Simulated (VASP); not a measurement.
# HgTe (F-43m) in VASP: further runs

The runs below take HgTe through single point, with PBE, PBEsol, LDA.

Everything below comes from runs of VASP 6.6.1. Logs are shortened: lines on timing, memory, paths and dates and some standing lists are left out, and cuts for length are marked.

## Step 1: The cell of the first run

Symmetry: F-43m, No. 216, cubic system. The conventional cell has a = 6.648 Å, b = 6.648 Å, c = 6.648 Å, α = 90.00°, β = 90.00°, γ = 90.00°. Within 3.8 Å of Hg (site symmetry -43m) lie 4 Te at 2.88 Å. Te (site symmetry -43m) has 4 Hg at 2.88 Å within 3.8 Å.

## Step 2: Single point, PBE

INCAR reads:

```
SYSTEM = HgTe
ALGO = Normal
EDIFF = 1E-6
ENCUT = 520
GGA = PE
ISIF = 2
ISMEAR = 0
LASPH = .TRUE.
LCHARG = .FALSE.
LREAL = .FALSE.
LWAVE = .FALSE.
NBANDS = 16
NELM = 80
PREC = Accurate
SIGMA = 0.05
```

KPOINTS reads:

```
k-points
0
G
  10 10 10
  0 0 0
```

POSCAR reads:

```
HgTe
1.0
    0.0000000000      3.3242171039      3.3242171039
    3.3242171039      0.0000000000      3.3242171039
    3.3242171039      3.3242171039      0.0000000000
Hg Te
1 1
Direct
    0.0000000000      0.0000000000      0.0000000000
    0.2500000000      0.2500000000      0.2500000000
```

Potentials or basis: VASP PAW PBE potentials, release 64 (Hg, Te).

Run with:

```sh
cat potpaw_PBE.64/Hg/POTCAR potpaw_PBE.64/Te/POTCAR > POTCAR
mpirun -np 1 vasp_std > vasp.out
```

OUTCAR:

```text
SYSTEM = HgTe
   EDIFF = 1E-6
   ENCUT = 520
   GGA = PE
   ISIF = 2
   ISMEAR = 0
   LASPH = .TRUE.
   LREAL = .FALSE.
   NELM = 80
   PREC = Accurate

 ion  position               nearest neighbor table
   1  0.000  0.000  0.000-   2 2.88   2 2.88   2 2.88   2 2.88
   2  0.250  0.250  0.250-   1 2.88   1 2.88   1 2.88   1 2.88

  LATTYP: Found a face centered cubic cell.
 ALAT       =     6.6484342078

  Lattice vectors:

 A1 = (   0.0000000000,   3.3242171039,   3.3242171039)
 A2 = (   3.3242171039,   0.0000000000,   3.3242171039)
 A3 = (   3.3242171039,   3.3242171039,   0.0000000000)

Analysis of symmetry for initial positions (statically):
=====================================================================
 Subroutine PRICEL returns:
 Original cell was already a primitive cell.

 Routine SETGRP: Setting up the symmetry group for a
 face centered cubic supercell.

 Subroutine GETGRP returns: Found 24 space group operations
 (whereof 24 operations were pure point group operations)
 out of a pool of 48 trial point group operations.

The static configuration has the point symmetry T_d .

Analysis of symmetry for dynamics (positions and initial velocities):
=====================================================================
 Subroutine PRICEL returns:
 Original cell was already a primitive cell.

 Routine SETGRP: Setting up the symmetry group for a
 face centered cubic supercell.

 Subroutine GETGRP returns: Found 24 space group operations
 (whereof 24 operations were pure point group operations)
 out of a pool of 48 trial point group operations.

The dynamic configuration has the point symmetry T_d .

 Subroutine INISYM returns: Found 24 space group operations
 (whereof 24 operations are pure point group operations),
 and found     1 'primitive' translations

----------------------------------------------------------------------------------------

                                     Primitive cell

  volume of cell :      73.4680

  direct lattice vectors                    reciprocal lattice vectors
     0.000000000  3.324217104  3.324217104    -0.150411355  0.150411355  0.150411355
     3.324217104  0.000000000  3.324217104     0.150411355 -0.150411355  0.150411355
     3.324217104  3.324217104  0.000000000     0.150411355  0.150411355 -0.150411355

  length of vectors
     4.701152913  4.701152913  4.701152913     0.260520109  0.260520109  0.260520109

  position of ions in fractional coordinates (direct lattice)
     0.000000000  0.000000000  0.000000000
     0.250000000  0.250000000  0.250000000

  ion indices of the primitive-cell ions
   primitive index   ion index
                 1           1
                 2           2

----------------------------------------------------------------------------------------

 KPOINTS: k-points

Automatic generation of k-mesh.
 Grid dimensions read from file:
 generate k-points for:   10   10   10

 Generating k-lattice:

  Cartesian coordinates                     Fractional coordinates (reciprocal lattice)
    -0.015041136  0.015041136  0.015041136     0.100000000  0.000000000  0.000000000
     0.015041136 -0.015041136  0.015041136     0.000000000  0.100000000  0.000000000
     0.015041136  0.015041136 -0.015041136     0.000000000  0.000000000  0.100000000

  Length of vectors
     0.026052011  0.026052011  0.026052011

  Shift w.r.t. Gamma in fractional coordinates (k-lattice)
     0.000000000  0.000000000  0.000000000

 Subroutine IBZKPT returns following result:
 ===========================================

 Found     47 irreducible k-points:

 Following reciprocal coordinates:
            Coordinates               Weight
  0.000000  0.000000  0.000000      1.000000
  0.100000  0.000000  0.000000      8.000000
  0.200000  0.000000  0.000000      8.000000
  0.300000  0.000000  0.000000      8.000000
  0.400000  0.000000  0.000000      8.000000
  0.500000  0.000000  0.000000      4.000000
[... 16 lines left out ...]
  0.300000  0.300000  0.000000      6.000000
  0.400000  0.300000  0.000000     24.000000
 [... further k-points ...]
   k-points           NKPTS =     47   k-points in BZ     NKDIM =     47   number of bands    NBANDS=     16
   number of dos      NEDOS =    301   number of ions     NIONS =      2
   total plane-waves  NPLWV =  46656
   dimension x,y,z NGX =    36 NGY =   36 NGZ =   36
   dimension x,y,z NGXF=    72 NGYF=   72 NGZF=   72
   ions per type =               1   1
   NGX,Y,Z   is equivalent  to a cutoff of  12.73, 12.73, 12.73 a.u.
   NGXF,Y,Z  is equivalent  to a cutoff of  25.46, 25.46, 25.46 a.u.
 SYSTEM =  HgTe
   PREC   = accura    normal or accurate (medium, high low for compatibility)
   ISTART =      0    job   : 0-new  1-cont  2-samecut
   ICHARG =      2    charge: 1-file 2-atom 10-const
   ISPIN  =      1    spin polarized calculation?
   LNONCOLLINEAR =      F non collinear calculations
   LSORBIT =      F    spin-orbit coupling
   LASPH  =      T    aspherical Exc in radial PAW
   ENCUT  =  520.0 eV  38.22 Ry    6.18 a.u.   8.74  8.74  8.74*2*pi/ulx,y,z
   NELM   =     80;   NELMIN=  2; NELMDL= -5     # of ELM steps
   EDIFF  = 0.1E-05   stopping-criterion for ELM
   LREAL  =      F    real-space projection
   EDIFFG = 0.1E-04   stopping-criterion for IOM
   NSW    =      0    number of steps for IOM
   IBRION =     -1    ionic relax: 0-MD 1-quasi-New 2-CG
   NFREE  =      0    steps in history (QN), initial steepest desc. (CG)
   ISIF   =      2    stress and relaxation
   ISYM   =      2    0-nonsym 1-usesym 2-fastsym
   POTIM  = 0.5000    time-step for ionic-motion
   TEBEG  =    0.0;   TEEND  =   0.0 temperature during run
   PSTRESS=    0.0 pullay stress
   NELECT =      18.0000    total number of electrons
   NUPDOWN=      -1.0000    fix difference up-down
   EMIN   =  10.00;   EMAX   =-10.00  energy-range for DOS
   EFERMI =   0.00;   METHOD = LEGACY
   ISMEAR =     0;   SIGMA  =   0.05  broadening in eV -4-tet -1-fermi 0-gaus
   EFERMI_NEDOS =   21; number of points for ismear=-14 and -15
   IALGO  =     38    algorithm
   IMIX   =      4    mixing-type and parameters
     AMIX     =   0.40;   BMIX     =  1.00
     AMIX_MAG =   1.60;   BMIX_MAG =  1.00
  volume/ion in A,a.u.               =      36.73       247.89
  Fermi-wavevector in a.u.,A,eV,Ry     =   1.024392  1.935821 14.277675  1.049379
  Thomas-Fermi vector in A             =   2.158177
   LORBIT       =      0    0 simple, 1 ext, 2 COOP (PROOUT), +10 PAW based schemes
   GGA     = PE    functional components
   LHFCALC =     F    Hartree Fock is set to
   AEXX    =    0.0000 exact exchange contribution
   IVDW    =     0    specifies the selected vdW correction
   LEPSILON=     F    determine dielectric tensor
   LRPA    =     F    only Hartree local field effects (RPA)
 non-spin polarized calculation
 Gauss-broadening in eV      SIGMA  =   0.05
  energy-cutoff  :      520.00
  volume of cell :       73.47
 maximum number of plane-waves:      2006
   NGX = 17   NGY = 17   NGZ = 17

 number of electron      17.9999998 magnetization

 Free energy of the ion-electron system (eV)
  ---------------------------------------------------
  ext. energy  EPLUGINS =         0.00000000
  ---------------------------------------------------
  free energy    TOTEN  =        -3.65139395 eV

  energy without entropy =       -3.65131390  energy(sigma->0) =       -3.65135393

 E-fermi :   2.2601     XC(G=0):  -8.3627

 val. band max:        2.2444362181   @ k =   0.0000   0.0000   0.0000
 cond. band min:       2.6886386545   @ k =   0.1000   0.0000   0.0000
 fundamental gap:      0.4442024364
 Fermi energy:         2.2601135781

 k-point     1 :       0.0000    0.0000    0.0000
  band No.  band energies     occupation
      1      -9.1759      2.00000
      2      -4.6522      2.00000
      3      -4.6522      2.00000
      4      -4.6522      2.00000
      5      -4.2190      2.00000
      6      -4.2190      2.00000
[... 8 lines left out ...]
     15      11.6750      0.00000
     16      11.6750      0.00000

 k-point     2 :       0.1000    0.0000    0.0000
  band No.  band energies     occupation
      1      -9.1341      2.00000
      2      -4.6407      2.00000
      3      -4.6407      2.00000
      4      -4.6336      2.00000
      5      -4.2200      2.00000
      6      -4.2200      2.00000
[... 8 lines left out ...]
     15      11.1104      0.00000
     16      11.1104      0.00000

 k-point     3 :       0.2000    0.0000    0.0000
  band No.  band energies     occupation
      1      -9.0217      2.00000
      2      -4.6118      2.00000
      3      -4.6118      2.00000
      4      -4.5637      2.00000
      5      -4.2207      2.00000
      6      -4.2207      2.00000
[... 8 lines left out ...]
     15      10.7384      0.00000
     16      10.7384      0.00000

 k-point     4 :       0.3000    0.0000    0.0000
  band No.  band energies     occupation
      1      -8.8761      2.00000
      2      -4.5797      2.00000
      3      -4.5797      2.00000
      4      -4.4088      2.00000
      5      -4.2162      2.00000
      6      -4.2162      2.00000
[... 8 lines left out ...]
     15      10.9014      0.00000
     16      10.9014      0.00000
[... 324 lines left out ...]
 k-point    22 :      -0.2000    0.2000    0.0000
  band No.  band energies     occupation
      1      -8.8255      2.00000
      2      -4.5640      2.00000
      3      -4.5459      2.00000
      4      -4.3980      2.00000
      5      -4.2357      2.00000
      6      -4.1886      2.00000
[... 8 lines left out ...]
     15      11.5412      0.00000
     16      11.8472      0.00000

 k-point    23 :       0.3000    0.3000    0.0000
  band No.  band energies     occupation
      1      -8.7734      2.00000
      2      -4.5236      2.00000
      3      -4.4831      2.00000
      4      -4.4831      2.00000
      5      -4.2120      2.00000
      6      -4.1858      2.00000
[... 8 lines left out ...]
     15      12.1245      0.00000
     16      13.0137      0.00000

 k-point    24 :       0.4000    0.3000    0.0000
  band No.  band energies     occupation
      1      -8.6745      2.00000
      2      -4.5010      2.00000
      3      -4.4481      2.00000
      4      -4.4131      2.00000
      5      -4.1810      2.00000
      6      -4.1256      2.00000
[... 8 lines left out ...]
     15      12.3805      0.00000
     16      13.4503      0.00000

 [... further k-points ...]
[... 5 lines left out ...]
  --------------------------------------------------------------------------------------
  -------------------------------------------------------------------------------------
  Total        0.0375886      0.0375886      0.0375886     -0.0000000     -0.0000000     -0.0000000
  in kB        0.8197264      0.8197264      0.8197264     -0.0000000     -0.0000000     -0.0000000
  external PRESSURE =       0.8197264 kB  Pullay stress =       0.0000000 kB

 VOLUME and BASIS-vectors are now :
 -----------------------------------------------------------------------------
  energy-cutoff  :      520.00
  volume of cell :       73.47
      direct lattice vectors                 reciprocal lattice vectors
     0.000000000  3.324217104  3.324217104    -0.150411355  0.150411355  0.150411355
     3.324217104  0.000000000  3.324217104     0.150411355 -0.150411355  0.150411355
     3.324217104  3.324217104  0.000000000     0.150411355  0.150411355 -0.150411355

 POSITION                                       TOTAL-FORCE (eV/Angst)
 -----------------------------------------------------------------------------------
      0.00000      0.00000      0.00000        -0.000000     -0.000000     -0.000000
      1.66211      1.66211      1.66211         0.000000      0.000000      0.000000
 -----------------------------------------------------------------------------------
    total drift:                               -0.000000     -0.000000     -0.000000

  FREE ENERGIE OF THE ION-ELECTRON SYSTEM (eV)
  ---------------------------------------------------
  free  energy   TOTEN  =        -3.6513939518 eV

  energy  without entropy=       -3.6513139024  energy(sigma->0) =       -3.65135393
```

Run time: 84 s. Hardware: 1 thread of Intel Xeon 8259CL, shared host; peak memory 0.24 GiB.

What came out:

- Free energy: -3.6514 eV
- Pressure: 0.1 GPa
- Band gap on the k mesh: zero (filled and empty bands touch)

Caveat: semilocal functionals underestimate gaps, and a narrow one can read as zero; spin-orbit coupling is left out, which moves the levels of the heavy elements.

## Step 3: Single point, PBEsol

INCAR reads:

```
SYSTEM = HgTe
PREC = Accurate
ENCUT = 520
EDIFF = 1E-6
ISMEAR = 0
SIGMA = 0.05
LREAL = .False.
LASPH = .True.
NELM = 100
ALGO = Normal
ISIF = 2
LWAVE = .False.
LCHARG = .False.
GGA = PS
NBANDS = 16
```

KPOINTS reads:

```
regular mesh
0
Gamma
  10 10 10
  0 0 0
```

POSCAR is that of step 2.

Potentials or basis: VASP PAW PBE potentials, release 64 (Hg, Te).

Run with:

```sh
cat potpaw_PBE.64/Hg/POTCAR potpaw_PBE.64/Te/POTCAR > POTCAR
mpirun -np 1 vasp_std > vasp.out
```

Wall time 89 s (1 thread of Intel Xeon 8259CL, shared host); peak memory 0.23 GiB.

It converged, with:

```yaml
Free_energy: -4.3463 eV
Pressure: -2.2 GPa
Band_gap_on_the_k_mesh: zero (filled and empty bands touch)
```

Levels at points of the mesh, in eV from the Fermi level:
```csv
k point,band 7,band 8,band 9,band 10,band 11,band 12
"(0.00, 0.00, 0.00)",-1.01,-0.02,-0.02,-0.02,4.31,4.31
"(0.50, 0.00, 0.00)",-5.02,-0.85,-0.85,0.62,5.04,5.04
"(0.50, 0.50, 0.00)",-5.04,-1.97,-1.97,1.84,2.58,7.79
```

Caveat: semilocal functionals underestimate gaps, and a narrow one can read as zero; the PAW data sets were made with another functional, which shifts forces and pressure a little; spin-orbit coupling is left out, which moves the levels of the heavy elements.

## Step 4: Single point, LDA

INCAR reads:

```
ALGO = Normal
EDIFF = 1E-7
ENCUT = 520
ISIF = 2
ISMEAR = 0
LASPH = True
LCHARG = False
LREAL = False
LWAVE = False
NBANDS = 16
NELM = 100
PREC = Accurate
SIGMA = 0.05
```

KPOINTS reads:

```
k-points
0
Gamma
  10 10 10
```

POSCAR is that of step 3.

Potentials or basis: VASP PAW LDA potentials, release 64 (Hg, Te).

Run with:

```sh
cat potpaw_LDA.64/Hg/POTCAR potpaw_LDA.64/Te/POTCAR > POTCAR
mpirun -np 1 vasp_std > vasp.out
```

Wall time 76 s (1 thread of Intel Xeon 8259CL, shared host); peak memory 0.21 GiB.

Results (log left out):

```yaml
Free_energy: -4.9632 eV
Pressure: -3.4 GPa
Band_gap_on_the_k_mesh: zero (filled and empty bands touch)
```

Levels at points of the mesh, in eV from the Fermi level:
```csv
k point,band 5,band 6,band 7,band 8,band 9,band 10,band 11,band 12,band 13,band 14
"(0.00, 0.00, 0.00)",-6.49,-6.49,-1.08,-0.02,-0.02,-0.02,4.28,4.28,4.28,6.23
"(0.50, 0.00, 0.00)",-6.48,-6.25,-5.03,-0.85,-0.85,0.58,5.01,5.01,6.56,7.53
"(0.50, 0.50, 0.00)",-6.44,-6.14,-5.05,-1.97,-1.97,1.82,2.51,7.71,8.39,8.39
```

Caveat: the cell stands under tension; semilocal functionals underestimate gaps, and a narrow one can read as zero; spin-orbit coupling is left out, which moves the levels of the heavy elements.

(Part 1 of 2 ends here.)

The gap in the log of VASP goes by the Fermi energy; the results here count the filled bands.